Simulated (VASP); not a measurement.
# Au (Im-3m) in VASP: notebook

The runs below take Au through single point, relaxation of cell and atoms, with PBEsol.

All numbers are computed with VASP 6.6.1; they aren't measurements. Logs are shortened: lines on timing, memory, paths and dates and some standing lists are left out, and cuts for length are marked.

## Step 1: The cell of the first run

The structure is cubic, space group Im-3m (No. 229). The conventional cell has a = 3.241 Å, b = 3.241 Å, c = 3.241 Å, α = 90.00°, β = 90.00°, γ = 90.00°. Au (site symmetry m-3m) has 14 Au at 2.81 to 3.24 Å within 3.7 Å.

## Step 2: Single point, PBEsol

Input file INCAR:

```
SYSTEM = Au
ALGO     = Normal         ! electronic algorithm
EDIFF    = 1E-6           ! SCF threshold, eV
ENCUT    = 520            ! plane-wave cutoff, eV
GGA      = PS             ! functional
ISIF     = 2              ! what is computed and relaxed
ISMEAR   = 0              ! smearing method
LASPH    = .TRUE.         ! aspherical terms in the spheres
LCHARG   = .TRUE.         ! write CHGCAR
LELF     = .TRUE.         ! ELF
LREAL    = .FALSE.        ! projectors in reciprocal space
LVHAR    = .TRUE.       
LWAVE    = .FALSE.        ! write WAVECAR
NBANDS   = 12             ! bands
NELM     = 60             ! most SCF steps
PREC     = Accurate       ! precision mode
SIGMA    = 0.1            ! smearing width, eV
```

Input file KPOINTS:

```
k-points
0
G
  8 8 8
  0 0 0
```

Input file POSCAR:

```
Au
1.0
   -1.6205985733      1.6205985733      1.6205985733
    1.6205985733     -1.6205985733      1.6205985733
    1.6205985733      1.6205985733     -1.6205985733
Au
1
Direct
    0.0000000000      0.0000000000      0.0000000000
```

Potentials or basis: VASP PAW PBE potentials, release 64 (Au).

Run with:

```sh
$ cat potpaw_PBE.64/Au/POTCAR > POTCAR
$ mpirun -np 1 vasp_std > vasp.out
```

OUTCAR:

```text
SYSTEM = Au
   EDIFF = 1E-6
   ENCUT = 520
   GGA = PS
   ISIF = 2
   ISMEAR = 0
   LASPH = .TRUE.
   LREAL = .FALSE.
   NELM = 60
   PREC = Accurate

 ion  position               nearest neighbor table
   1  0.000  0.000  0.000-

  LATTYP: Found a body centered cubic cell.
 ALAT       =     3.2411971466

  Lattice vectors:

 A1 = (  -1.6205985733,   1.6205985733,   1.6205985733)
 A2 = (   1.6205985733,  -1.6205985733,   1.6205985733)
 A3 = (   1.6205985733,   1.6205985733,  -1.6205985733)

Analysis of symmetry for initial positions (statically):
=====================================================================
 Subroutine PRICEL returns:
 Original cell was already a primitive cell.

 Routine SETGRP: Setting up the symmetry group for a
 body centered cubic supercell.

 Subroutine GETGRP returns: Found 48 space group operations
 (whereof 48 operations were pure point group operations)
 out of a pool of 48 trial point group operations.

The static configuration has the point symmetry O_h .

Analysis of symmetry for dynamics (positions and initial velocities):
=====================================================================
 Subroutine PRICEL returns:
 Original cell was already a primitive cell.

 Routine SETGRP: Setting up the symmetry group for a
 body centered cubic supercell.

 Subroutine GETGRP returns: Found 48 space group operations
 (whereof 48 operations were pure point group operations)
 out of a pool of 48 trial point group operations.

The dynamic configuration has the point symmetry O_h .

 Subroutine INISYM returns: Found 48 space group operations
 (whereof 48 operations are pure point group operations),
 and found     1 'primitive' translations

----------------------------------------------------------------------------------------

                                     Primitive cell

  volume of cell :      17.0250

  direct lattice vectors                    reciprocal lattice vectors
    -1.620598573  1.620598573  1.620598573     0.000000000  0.308527977  0.308527977
     1.620598573 -1.620598573  1.620598573     0.308527977  0.000000000  0.308527977
     1.620598573  1.620598573 -1.620598573     0.308527977  0.308527977  0.000000000

  length of vectors
     2.806959068  2.806959068  2.806959068     0.436324450  0.436324450  0.436324450

  position of ions in fractional coordinates (direct lattice)
     0.000000000  0.000000000  0.000000000

  ion indices of the primitive-cell ions
   primitive index   ion index
                 1           1

----------------------------------------------------------------------------------------

 KPOINTS: k-points

Automatic generation of k-mesh.
 Grid dimensions read from file:
 generate k-points for:    8    8    8

 Generating k-lattice:

  Cartesian coordinates                     Fractional coordinates (reciprocal lattice)
     0.000000000  0.038565997  0.038565997     0.125000000  0.000000000  0.000000000
     0.038565997  0.000000000  0.038565997     0.000000000  0.125000000  0.000000000
     0.038565997  0.038565997  0.000000000     0.000000000  0.000000000  0.125000000

  Length of vectors
     0.054540556  0.054540556  0.054540556

  Shift w.r.t. Gamma in fractional coordinates (k-lattice)
     0.000000000  0.000000000  0.000000000

 Subroutine IBZKPT returns following result:
 ===========================================

 Found     29 irreducible k-points:

 Following reciprocal coordinates:
            Coordinates               Weight
  0.000000  0.000000  0.000000      1.000000
  0.125000  0.000000  0.000000     12.000000
  0.250000  0.000000  0.000000     12.000000
  0.375000  0.000000  0.000000     12.000000
  0.500000  0.000000  0.000000      6.000000
  0.125000  0.125000  0.000000     24.000000
[... 16 lines left out ...]
 -0.250000  0.250000  0.250000      6.000000
 -0.375000  0.375000  0.250000     24.000000
 [... further k-points ...]
   k-points           NKPTS =     29   k-points in BZ     NKDIM =     29   number of bands    NBANDS=     12
   number of dos      NEDOS =    301   number of ions     NIONS =      1
   total plane-waves  NPLWV =  13824
   dimension x,y,z NGX =    24 NGY =   24 NGZ =   24
   dimension x,y,z NGXF=    48 NGYF=   48 NGZF=   48
   ions per type =               1
   NGX,Y,Z   is equivalent  to a cutoff of  14.21, 14.21, 14.21 a.u.
   NGXF,Y,Z  is equivalent  to a cutoff of  28.43, 28.43, 28.43 a.u.
 SYSTEM =  Au
   PREC   = accura    normal or accurate (medium, high low for compatibility)
   ISTART =      0    job   : 0-new  1-cont  2-samecut
   ICHARG =      2    charge: 1-file 2-atom 10-const
   ISPIN  =      1    spin polarized calculation?
   LNONCOLLINEAR =      F non collinear calculations
   LSORBIT =      F    spin-orbit coupling
   LASPH  =      T    aspherical Exc in radial PAW
   ENCUT  =  520.0 eV  38.22 Ry    6.18 a.u.   5.22  5.22  5.22*2*pi/ulx,y,z
   NELM   =     60;   NELMIN=  2; NELMDL= -5     # of ELM steps
   EDIFF  = 0.1E-05   stopping-criterion for ELM
   LREAL  =      F    real-space projection
   EDIFFG = 0.1E-04   stopping-criterion for IOM
   NSW    =      0    number of steps for IOM
   IBRION =     -1    ionic relax: 0-MD 1-quasi-New 2-CG
   NFREE  =      0    steps in history (QN), initial steepest desc. (CG)
   ISIF   =      2    stress and relaxation
   ISYM   =      2    0-nonsym 1-usesym 2-fastsym
   POTIM  = 0.5000    time-step for ionic-motion
   TEBEG  =    0.0;   TEEND  =   0.0 temperature during run
   PSTRESS=    0.0 pullay stress
   NELECT =      11.0000    total number of electrons
   NUPDOWN=      -1.0000    fix difference up-down
   EMIN   =  10.00;   EMAX   =-10.00  energy-range for DOS
   EFERMI =   0.00;   METHOD = LEGACY
   ISMEAR =     0;   SIGMA  =   0.10  broadening in eV -4-tet -1-fermi 0-gaus
   EFERMI_NEDOS =   21; number of points for ismear=-14 and -15
   IALGO  =     38    algorithm
   IMIX   =      4    mixing-type and parameters
     AMIX     =   0.40;   BMIX     =  1.00
     AMIX_MAG =   1.60;   BMIX_MAG =  1.00
  volume/ion in A,a.u.               =      17.02       114.89
  Fermi-wavevector in a.u.,A,eV,Ry     =   1.415284  2.674499 27.252863  2.003029
  Thomas-Fermi vector in A             =   2.536738
   LORBIT       =      0    0 simple, 1 ext, 2 COOP (PROOUT), +10 PAW based schemes
   GGA     = PS    functional components
   LHFCALC =     F    Hartree Fock is set to
   AEXX    =    0.0000 exact exchange contribution
   IVDW    =     0    specifies the selected vdW correction
   LEPSILON=     F    determine dielectric tensor
   LRPA    =     F    only Hartree local field effects (RPA)
 non-spin polarized calculation
 Gauss-broadening in eV      SIGMA  =   0.10
  energy-cutoff  :      520.00
  volume of cell :       17.02
 maximum number of plane-waves:       471
 NGX is ok and might be reduce to    24
   NGX = 11   NGY = 11   NGZ = 11

 number of electron      11.0000001 magnetization

 Free energy of the ion-electron system (eV)
  ---------------------------------------------------
  ext. energy  EPLUGINS =         0.00000000
  ---------------------------------------------------
  free energy    TOTEN  =        -3.86685482 eV

  energy without entropy =       -3.85987842  energy(sigma->0) =       -3.86336662

 E-fermi :   9.5025     XC(G=0): -12.8965

 val. band max:        9.1233878781   @ k =  -0.3750   0.3750   0.2500
 cond. band min:       9.5152732222   @ k =   0.3750   0.1250   0.0000
 fundamental gap:      0.3918853441
 Fermi energy:         9.5024532457

 k-point     1 :       0.0000    0.0000    0.0000
  band No.  band energies     occupation
      1      -0.6255      2.00000
      2       4.4065      2.00000
      3       4.4065      2.00000
      4       4.4065      2.00000
      5       6.3638      2.00000
      6       6.3638      2.00000
      7      25.7978      0.00000
      8      25.7978      0.00000
      9      25.7978      0.00000
     10      33.6242      0.00000
     11      33.6242      0.00000
     12      33.6242      0.00000

 k-point     2 :       0.1250    0.0000    0.0000
  band No.  band energies     occupation
      1      -0.0615      2.00000
      2       4.2291      2.00000
      3       4.4163      2.00000
      4       4.8109      2.00000
      5       6.1759      2.00000
      6       6.3783      2.00000
      7      25.4381      0.00000
      8      25.7862      0.00000
      9      26.5266      0.00000
     10      30.1296      0.00000
     11      30.5646      0.00000
     12      31.7448      0.00000

 k-point     3 :       0.2500    0.0000    0.0000
  band No.  band energies     occupation
      1       1.2948      2.00000
      2       3.8259      2.00000
      3       4.5709      2.00000
      4       5.9047      2.00000
      5       6.0384      2.00000
      6       6.4348      2.00000
      7      21.4468      0.00000
      8      24.2477      0.00000
      9      27.9562      0.00000
     10      28.4096      0.00000
     11      29.5105      0.00000
     12      31.0386      0.00000
[... 286 lines left out ...]
 k-point    23 :      -0.2500    0.2500    0.2500
  band No.  band energies     occupation
      1       2.8812      2.00000
      2       4.2166      2.00000
      3       5.0463      2.00000
      4       5.0463      2.00000
      5       5.8361      2.00000
      6       7.3307      2.00000
      7      21.9629      0.00000
      8      23.1267      0.00000
      9      23.1267      0.00000
     10      24.8775      0.00000
     11      33.6488      0.00000
     12      33.6488      0.00000

 k-point    24 :      -0.3750    0.3750    0.2500
  band No.  band energies     occupation
      1       3.2301      2.00000
      2       3.6755      2.00000
      3       5.0556      2.00000
      4       5.5881      2.00000
      5       6.9938      2.00000
      6       9.1234      2.00000
      7      17.6961      0.00000
      8      20.5781      0.00000
      9      22.9075      0.00000
     10      25.9651      0.00000
     11      31.9811      0.00000
     12      34.6065      0.00000

 [... further k-points ...]
[... 5 lines left out ...]
  --------------------------------------------------------------------------------------
  -------------------------------------------------------------------------------------
  Total       -0.0278250     -0.0278250     -0.0278250     -0.0000000      0.0000000      0.0000000
  in kB       -2.6185401     -2.6185401     -2.6185401     -0.0000000      0.0000000      0.0000000
  external PRESSURE =      -2.6185401 kB  Pullay stress =       0.0000000 kB

 VOLUME and BASIS-vectors are now :
 -----------------------------------------------------------------------------
  energy-cutoff  :      520.00
  volume of cell :       17.02
      direct lattice vectors                 reciprocal lattice vectors
    -1.620598573  1.620598573  1.620598573     0.000000000  0.308527977  0.308527977
     1.620598573 -1.620598573  1.620598573     0.308527977  0.000000000  0.308527977
     1.620598573  1.620598573 -1.620598573     0.308527977  0.308527977  0.000000000

 POSITION                                       TOTAL-FORCE (eV/Angst)
 -----------------------------------------------------------------------------------
      0.00000      0.00000      0.00000        -0.000000     -0.000000      0.000000
 -----------------------------------------------------------------------------------
    total drift:                               -0.000000      0.000000     -0.000000

  FREE ENERGIE OF THE ION-ELECTRON SYSTEM (eV)
  ---------------------------------------------------
  free  energy   TOTEN  =        -3.8668548204 eV

  energy  without entropy=       -3.8598784175  energy(sigma->0) =       -3.86336662
```

Wall time 4 s (1 thread of Intel Xeon Platinum 8488C (Sapphire Rapids), shared host); peak memory 0.14 GiB.

Results:

* Free energy: -3.8669 eV
* Pressure: -0.3 GPa

Levels at points of the mesh, in eV from the Fermi level:
```tsv
k point	band 3	band 4	band 5	band 6	band 7	band 8
(0.00, 0.00, 0.00)	-5.10	-5.10	-3.14	-3.14	16.30	16.30
(0.50, 0.00, 0.00)	-3.29	-2.93	-1.59	-0.91	3.35	12.15
(0.50, 0.50, 0.50)	-1.98	-1.98	-1.98	6.05	6.05	6.05
```

Caveat: the PAW data sets were made with another functional, which shifts forces and pressure a little; spin-orbit coupling is left out, which moves the levels of the heavy elements.

[end of part 1 of 2]
